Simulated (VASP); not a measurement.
# Sb (P-1) in VASP: electric field gradients with PBEsol

Aim: the electric field gradients of Sb with PBEsol.

Program: VASP 6.6.1. These are calculated values, not measurements. Logs are shortened: lines on timing, memory, paths and dates and some standing lists are left out, and cuts for length are marked.

## Step 1: The cell of the first run

The typed cell holds 2 atoms: a = 4.391 Å, b = 4.534 Å, c = 4.555 Å, α = 57.29°, β = 56.64°, γ = 57.61°.

## Step 2: Electric field gradients, PBEsol (equal xy, yz and zx shear strains of -3 %)

INCAR reads:

```
SYSTEM = Sb
ALGO = Normal
EDIFF = 1E-8
ENCUT = 520
GGA = PS
ISIF = 2
ISMEAR = -1
LASPH = .TRUE.
LCHARG = .FALSE.
LEFG = .TRUE.
LREAL = .FALSE.
LWAVE = .FALSE.
NBANDS = 12
NELM = 100
PREC = Accurate
SIGMA = 0.05
```

KPOINTS reads:

```
k-points
0
G
  9 9 9
  0 0 0
```

POSCAR reads:

```
Sb
1.0
    2.0758155868      1.1532306756      3.6931162498
   -2.2253850772      1.2177486856      3.7576342598
   -0.0189105096     -2.5394593611      3.7812494904
Sb
2
Direct
    0.2336400000      0.2336400000      0.2336400000
    0.7663600000      0.7663600000      0.7663600000
```

Potentials or basis: VASP PAW PBE potentials, release 64 (Sb).

Run with:

```console
$ cat potpaw_PBE.64/Sb/POTCAR > POTCAR
$ mpirun -np 1 vasp_std > vasp.out
```

OUTCAR:

```text
SYSTEM = Sb
   EDIFF = 1E-8
   ENCUT = 520
   GGA = PS
   ISIF = 2
   ISMEAR = -1
   LASPH = .TRUE.
   LREAL = .FALSE.
   NELM = 100
   PREC = Accurate

 ion  position               nearest neighbor table
   1  0.234  0.234  0.234-   2 2.87   2 2.92   2 2.93   2 3.29   2 3.35   2 3.39
   2  0.766  0.766  0.766-   1 2.87   1 2.92   1 2.93   1 3.29   1 3.35   1 3.39

  LATTYP: Found a triclinic cell.
 ALAT       =     7.5469927792
 B/A-ratio  =     0.5773502692
 C/A-ratio  =     0.8335975033
 COS(alpha) =     0.0051994101
 COS(beta)  =     0.3962281805
 COS(gamma) =     0.8732788530

  Lattice vectors:

 A1 = (   6.5076752316,  -3.8217260567,  -0.0409027794)
 A2 = (   2.2064745676,  -3.7572080467,   0.0236152306)
 A3 = (   4.3201111736,   2.4749413511,  -3.8457675004)

Analysis of symmetry for initial positions (statically):
=====================================================================
 Subroutine PRICEL returns:
 Original cell was already a primitive cell.

 Routine SETGRP: Setting up the symmetry group for a
 triclinic supercell.

 Subroutine GETGRP returns: Found  2 space group operations
 (whereof  2 operations were pure point group operations)
 out of a pool of  2 trial point group operations.

The static configuration has the point symmetry S_2 .

Analysis of symmetry for dynamics (positions and initial velocities):
=====================================================================
 Subroutine PRICEL returns:
 Original cell was already a primitive cell.

 Routine SETGRP: Setting up the symmetry group for a
 triclinic supercell.

 Subroutine GETGRP returns: Found  2 space group operations
 (whereof  2 operations were pure point group operations)
 out of a pool of  2 trial point group operations.

The dynamic configuration has the point symmetry S_2 .

 Subroutine INISYM returns: Found  2 space group operations
 (whereof  2 operations are pure point group operations),
 and found     1 'primitive' translations

----------------------------------------------------------------------------------------

                                     Primitive cell

  volume of cell :      59.9445

  direct lattice vectors                    reciprocal lattice vectors
     2.075815587  1.153230676  3.693116250     0.236000959  0.139189927  0.094659202
    -2.225385077  1.217748686  3.757634260    -0.229198012  0.132105678  0.087574954
    -0.018910510 -2.539459361  3.781249490    -0.002733666 -0.267226324  0.084981939

  length of vectors
     4.390678646  4.533769495  4.554893979     0.289880411  0.278662900  0.280427016

  position of ions in fractional coordinates (direct lattice)
     0.233640000  0.233640000  0.233640000
     0.766360000  0.766360000  0.766360000

  ion indices of the primitive-cell ions
   primitive index   ion index
                 1           1
                 2           2

----------------------------------------------------------------------------------------

 KPOINTS: k-points

Automatic generation of k-mesh.
 Grid dimensions read from file:
 generate k-points for:    9    9    9

 Generating k-lattice:

  Cartesian coordinates                     Fractional coordinates (reciprocal lattice)
     0.026222329  0.015465547  0.010517689     0.111111111 -0.000000000 -0.000000000
    -0.025466446  0.014678409  0.009730550    -0.000000000  0.111111111  0.000000000
    -0.000303741 -0.029691814  0.009442438    -0.000000000  0.000000000  0.111111111

  Length of vectors
     0.032208935  0.030962544  0.031158557

  Shift w.r.t. Gamma in fractional coordinates (k-lattice)
     0.000000000  0.000000000  0.000000000

 Subroutine IBZKPT returns following result:
 ===========================================

 Found    365 irreducible k-points:

 Following reciprocal coordinates:
            Coordinates               Weight
  0.000000  0.000000  0.000000      1.000000
  0.111111  0.000000  0.000000      2.000000
  0.222222  0.000000  0.000000      2.000000
  0.333333  0.000000  0.000000      2.000000
  0.444444  0.000000  0.000000      2.000000
  0.000000  0.111111  0.000000      2.000000
[... 16 lines left out ...]
 -0.111111  0.222222 -0.000000      2.000000
  0.000000  0.333333  0.000000      2.000000
 [... further k-points ...]
   k-points           NKPTS =    365   k-points in BZ     NKDIM =    365   number of bands    NBANDS=     12
   number of dos      NEDOS =    301   number of ions     NIONS =      2
   total plane-waves  NPLWV =  46656
   dimension x,y,z NGX =    36 NGY =   36 NGZ =   36
   dimension x,y,z NGXF=    72 NGYF=   72 NGZF=   72
   ions per type =               2
   NGX,Y,Z   is equivalent  to a cutoff of  13.63, 13.20, 13.14 a.u.
   NGXF,Y,Z  is equivalent  to a cutoff of  27.26, 26.40, 26.28 a.u.
 SYSTEM =  Sb
   PREC   = accura    normal or accurate (medium, high low for compatibility)
   ISTART =      0    job   : 0-new  1-cont  2-samecut
   ICHARG =      2    charge: 1-file 2-atom 10-const
   ISPIN  =      1    spin polarized calculation?
   LNONCOLLINEAR =      F non collinear calculations
   LSORBIT =      F    spin-orbit coupling
   LASPH  =      T    aspherical Exc in radial PAW
   ENCUT  =  520.0 eV  38.22 Ry    6.18 a.u.   8.16  8.43  8.47*2*pi/ulx,y,z
   NELM   =    100;   NELMIN=  2; NELMDL= -5     # of ELM steps
   EDIFF  = 0.1E-07   stopping-criterion for ELM
   LREAL  =      F    real-space projection
   EDIFFG = 0.1E-06   stopping-criterion for IOM
   NSW    =      0    number of steps for IOM
   IBRION =     -1    ionic relax: 0-MD 1-quasi-New 2-CG
   NFREE  =      0    steps in history (QN), initial steepest desc. (CG)
   ISIF   =      2    stress and relaxation
   ISYM   =      2    0-nonsym 1-usesym 2-fastsym
   POTIM  = 0.5000    time-step for ionic-motion
   TEBEG  =    0.0;   TEEND  =   0.0 temperature during run
   PSTRESS=    0.0 pullay stress
   NELECT =      10.0000    total number of electrons
   NUPDOWN=      -1.0000    fix difference up-down
   EMIN   =  10.00;   EMAX   =-10.00  energy-range for DOS
   EFERMI =   0.00;   METHOD = LEGACY
   ISMEAR =    -1;   SIGMA  =   0.05  broadening in eV -4-tet -1-fermi 0-gaus
   EFERMI_NEDOS =   21; number of points for ismear=-14 and -15
   IALGO  =     38    algorithm
   IMIX   =      4    mixing-type and parameters
     AMIX     =   0.40;   BMIX     =  1.00
     AMIX_MAG =   1.60;   BMIX_MAG =  1.00
  volume/ion in A,a.u.               =      29.97       202.26
  Fermi-wavevector in a.u.,A,eV,Ry     =   0.901208  1.703036 11.050318  0.812175
  Thomas-Fermi vector in A             =   2.024260
   LORBIT       =      0    0 simple, 1 ext, 2 COOP (PROOUT), +10 PAW based schemes
   GGA     = PS    functional components
   LHFCALC =     F    Hartree Fock is set to
   AEXX    =    0.0000 exact exchange contribution
   IVDW    =     0    specifies the selected vdW correction
   LEPSILON=     F    determine dielectric tensor
   LRPA    =     F    only Hartree local field effects (RPA)
 non-spin polarized calculation
  energy-cutoff  :      520.00
  volume of cell :       59.94
 maximum number of plane-waves:      1634
 NGX is ok and might be reduce to    36
   NGX = 17   NGY = 17   NGZ = 17

 number of electron      10.0000000 magnetization

 Free energy of the ion-electron system (eV)
  ---------------------------------------------------
  ext. energy  EPLUGINS =         0.00000000
  ---------------------------------------------------
  free energy    TOTEN  =        -9.09998185 eV

  energy without entropy =       -9.09768079  energy(sigma->0) =       -9.09883132

 E-fermi :   7.1872     XC(G=0):  -9.6982

 val. band max:        7.1843644676   @ k =   0.1111   0.1111   0.3333
 cond. band min:       7.2078339019   @ k =   0.1111   0.3333   0.1111
 fundamental gap:      0.0234694342
 Fermi energy:         7.1871653938

 k-point     1 :       0.0000    0.0000    0.0000
  band No.  band energies     occupation
      1      -5.5639      2.00000
      2       2.4549      2.00000
      3       5.0516      2.00000
      4       5.2764      2.00000
      5       5.6949      2.00000
      6       9.2707      0.00000
      7       9.7280      0.00000
      8      10.1614      0.00000
      9      12.1120      0.00000
     10      12.3688      0.00000
     11      12.6232      0.00000
     12      13.6938      0.00000

 k-point     2 :       0.1111    0.0000    0.0000
  band No.  band energies     occupation
      1      -5.4210      2.00000
      2       1.9070      2.00000
      3       5.0705      2.00000
      4       5.2576      2.00000
      5       5.8264      2.00000
      6       9.1688      0.00000
      7       9.3292      0.00000
      8       9.8158      0.00000
      9      11.8811      0.00000
     10      12.1128      0.00000
     11      12.1965      0.00000
     12      14.6685      0.00000

 k-point     3 :       0.2222    0.0000    0.0000
  band No.  band energies     occupation
      1      -4.9957      2.00000
      2       0.6945      2.00000
      3       5.0641      2.00000
      4       5.1864      2.00000
      5       6.0763      2.00000
      6       8.4860      0.00000
      7       8.6031      0.00000
      8       8.9887      0.00000
      9      11.9399      0.00000
     10      12.4786      0.00000
     11      12.8227      0.00000
     12      16.5142      0.00000
[... 286 lines left out ...]
 k-point    23 :      -0.1111    0.2222   -0.0000
  band No.  band energies     occupation
      1      -4.7120      2.00000
      2       0.0053      2.00000
      3       4.2923      2.00000
      4       5.9066      2.00000
      5       6.2389      2.00000
      6       7.6154      0.00038
      7       7.9351      0.00000
      8      10.4799      0.00000
      9      11.5718      0.00000
     10      12.7800      0.00000
     11      14.8499      0.00000
     12      15.8895      0.00000

 k-point    24 :       0.0000    0.3333    0.0000
  band No.  band energies     occupation
      1      -4.3813      2.00000
      2      -0.9097      2.00000
      3       5.3318      2.00000
      4       5.4157      2.00000
      5       6.5045      2.00000
      6       7.8926      0.00000
      7       7.9836      0.00000
      8       8.5140      0.00000
      9      12.7948      0.00000
     10      13.5171      0.00000
     11      14.3645      0.00000
     12      17.5299      0.00000

 [... further k-points ...]

------------------------ aborting loop because EDIFF is reached ----------------------------------------

  FORCE on cell =-STRESS in cart. coord.  units (eV):
  Direction    XX          YY          ZZ          XY          YZ          ZX
  --------------------------------------------------------------------------------------
  -------------------------------------------------------------------------------------
  Total       -0.0612458      0.6735453      0.1305122      0.0889553      0.6925202      0.3205533
  in kB       -1.6369567     18.0022882      3.4882840      2.3775661     18.5094423      8.5676381
  external PRESSURE =       6.6178718 kB  Pullay stress =       0.0000000 kB

 VOLUME and BASIS-vectors are now :
 -----------------------------------------------------------------------------
  energy-cutoff  :      520.00
  volume of cell :       59.94
      direct lattice vectors                 reciprocal lattice vectors
     2.075815587  1.153230676  3.693116250     0.236000959  0.139189927  0.094659202
    -2.225385077  1.217748686  3.757634260    -0.229198012  0.132105678  0.087574954
    -0.018910510 -2.539459361  3.781249490    -0.002733666 -0.267226324  0.084981939

 POSITION                                       TOTAL-FORCE (eV/Angst)
 -----------------------------------------------------------------------------------
     -0.03936     -0.03936      2.62424         0.082451      0.148782      0.208642
     -0.12912     -0.12912      8.60776        -0.082451     -0.148782     -0.208642
 -----------------------------------------------------------------------------------
    total drift:                                0.000000     -0.000000      0.000000

  FREE ENERGIE OF THE ION-ELECTRON SYSTEM (eV)
  ---------------------------------------------------
  free  energy   TOTEN  =        -9.0999818514 eV

  energy  without entropy=       -9.0976807894  energy(sigma->0) =       -9.09883132

 Electric field gradients (V/A^2)
---------------------------------------------------------------------
 ion       V_xx      V_yy      V_zz      V_xy      V_xz      V_yz
---------------------------------------------------------------------
   1      28.725    12.347   -41.072    -7.260   -13.741   -21.145
   2      28.725    12.347   -41.072    -7.260   -13.741   -21.145
---------------------------------------------------------------------

 Electric field gradients after diagonalization (V/A^2)
 (convention: |V_zz| > |V_xx| > |V_yy|)
----------------------------------------------------------------------
 ion       V_xx      V_yy      V_zz     asymmetry (V_yy - V_xx)/ V_zz
----------------------------------------------------------------------
   1      32.099    19.280   -51.379       0.250
   2      32.099    19.280   -51.379       0.250
----------------------------------------------------------------------

           NMR quadrupolar parameters

 Cq : quadrupolar parameter    Cq=e*Q*V_zz/h
 eta: asymmetry parameters     (V_yy - V_xx)/ V_zz
 Q  : nuclear electric quadrupole moment in mb (millibarn)
----------------------------------------------------------------------
 ion       Cq(MHz)       eta       Q (mb)
----------------------------------------------------------------------
   1      -0.124       0.250       1.000
   2      -0.124       0.250       1.000
----------------------------------------------------------------------
```

It took 4.8 min on 1 thread of Intel Xeon 8259CL, shared host; peak memory 0.37 GiB.

Results:

* Free energy: -9.1000 eV
* Pressure: 0.7 GPa
* Largest force: 0.269 eV/Å
* Band gap on the k mesh: zero (bands 5 and 6 overlap by 0.11 eV)
* Largest electric field gradient by atom: Sb -51.4 V/Å²

Forces in eV/Å, atoms in the order of the input:
```
Sb   0.082  0.149  0.209
Sb  -0.082 -0.149 -0.209
```

Electric field gradients, principal values (V/Å²):
| atom | least | middle | greatest (by size) |
| --- | --- | --- | --- |
| 1 Sb | 19.280 | 32.099 | -51.379 |
| 2 Sb | 19.280 | 32.099 | -51.379 |

Caveat: the cell differs from its parent crystal (equal xy, yz and zx shear strains of -3 %); without QUAD_EFG the Cq values of the log hold for a quadrupole moment of 1 mb, not for the nuclei; the PAW data sets were made with another functional, which shifts forces and pressure a little; spin-orbit coupling is left out, which moves the levels of the heavy elements.
